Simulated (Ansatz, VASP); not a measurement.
## Sb in VASP and in Ansatz

Contents of INCAR:

```
SYSTEM = Sb
PREC = Accurate ; ENCUT = 520
EDIFF = 1E-6 ; ISMEAR = 0
SIGMA = 0.05 ; LREAL = .FALSE.
LASPH = .TRUE. ; NELM = 100
ALGO = Normal ; ISIF = 2
LWAVE = .FALSE. ; LCHARG = .FALSE.
GGA = PS ; NBANDS = 12
```

File KPOINTS:

```
regular mesh
0
G
  12 12 12
  0 0 0
```

The input POSCAR:

```
Sb
1.0
    2.1600021098      1.2470777995      3.6971197533
   -2.1600021098      1.2470777995      3.6971197533
    0.0000000000     -2.4941555991      3.6971197533
Sb
2
Direct
    0.2355428626      0.2355428626      0.2355428626
    0.7644571374      0.7644571374      0.7644571374
```

Input for Ansatz:

```yaml
crystal:
  lattice:
    - [2.1600021098, 1.2470777995, 3.6971197533]
    - [-2.1600021098, 1.2470777995, 3.6971197533]
    - [0.0, -2.4941555991, 3.6971197533]
  atoms:
    - { symbol: Sb, position: [0.2355428626, 0.2355428626, 0.2355428626] }
    - { symbol: Sb, position: [0.7644571374, 0.7644571374, 0.7644571374] }
basis:
  ecutwfc: 420
  ecutrho_ratio: 4
kpoints:
  mp_grid: { grid: [12, 12, 12] }
  band_path:
    path:
      - [[0.0, 0.0, 0.0], [0.5, 0.5, 0.5], [0.75748103, 0.24251897, 0.5]]
      - [[0.5, -0.24251897, 0.24251897], [0.5, 0.0, 0.0], [0.0, 0.0, 0.0], [0.37125949, -0.37125949, 0.0]]
      - [[0.62874051, 0.0, 0.37125949], [0.5, 0.0, 0.5], [0.0, 0.0, 0.0]]
    npoints: 14
hamiltonian:
  xc: pbesol
scf:
  occupations: { method: gaussian, width: 0.05 }
output:
  forces: true
  stress: true
  eigenvalues: true
  populations: true
  dos: { projected: true, de: 0.02, nscf_kmesh: { grid: [18, 18, 18] } }
  bader: true
```

Alike in both runs: task single point; functional PBEsol; k mesh 12 × 12 × 12; occupations gaussian, width 0.05 eV; no spin polarisation.

|  | VASP | Ansatz |
| --- | --- | --- |
| version | VASP 6.6.1 | Ansatz 0.2.0 |
| potentials or method | VASP PAW PBE potentials, release 64 (Sb), cutoff 520 eV | scalar-relativistic, plane waves, PAW |
| valence electrons in the cell | 10 | 30 |

```tsv
	VASP	Ansatz	Ansatz less VASP
pressure (GPa)	0.1	0.0	-0.18
traceless stress, the component that is largest in VASP (GPa)	-0.11	-0.07	+0.037
rms of the force components (eV/Å)	0.029	0.000	-0.0284
```

VASP's potentials were made for PBE, not for PBEsol. Atom by atom the forces differ by 0.028 eV/Å (rms over components). The functional is the same, so the differences come from potentials, cutoffs and numerics. VASP's potentials hold 10 valence electrons a cell and Ansatz's 30, so a difference there can come from the potentials and not from the codes.

Neither program's run includes spin-orbit coupling.
